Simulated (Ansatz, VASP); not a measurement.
**One calculation of Bi, two programs**

```
CELL_PARAMETERS angstrom
4.14000 0.00000 0.00000
-2.07000 3.58535 0.00000
0.00000 0.00000 28.00000
ATOMIC_POSITIONS crystal
Bi 0.33333 0.66667 0.52641
Bi 0.66667 0.33333 0.47359
```

Alike in both runs: task single point; functional PBE; k mesh 9 × 9 × 1; occupations gaussian, width 0.02 eV; no spin polarisation.

|  | VASP | Ansatz |
| --- | --- | --- |
| version | VASP 6.6.1 | Ansatz 0.2.0 |
| potentials or method | VASP PAW PBE potentials, release 64 (Bi_d), cutoff 520 eV | scalar-relativistic, plane waves, PAW |
| valence electrons in the cell | 30 | 30 |

|  | VASP | Ansatz | Ansatz less VASP |
| --- | --- | --- | --- |
| gap on the k mesh at the Fermi level (eV) | 0.73 | 0.76 | +0.025 |
| least direct gap on the mesh (eV) | 0.73 | 0.76 | +0.025 |
| rms of the force components (eV/Å) | 1.894 | 1.875 | -0.0195 |

Atom by atom the forces differ by 0.019 eV/Å (rms over components). With one functional, cell and mesh, what is left measures potentials, basis and numerics.

Neither program's run includes spin-orbit coupling.
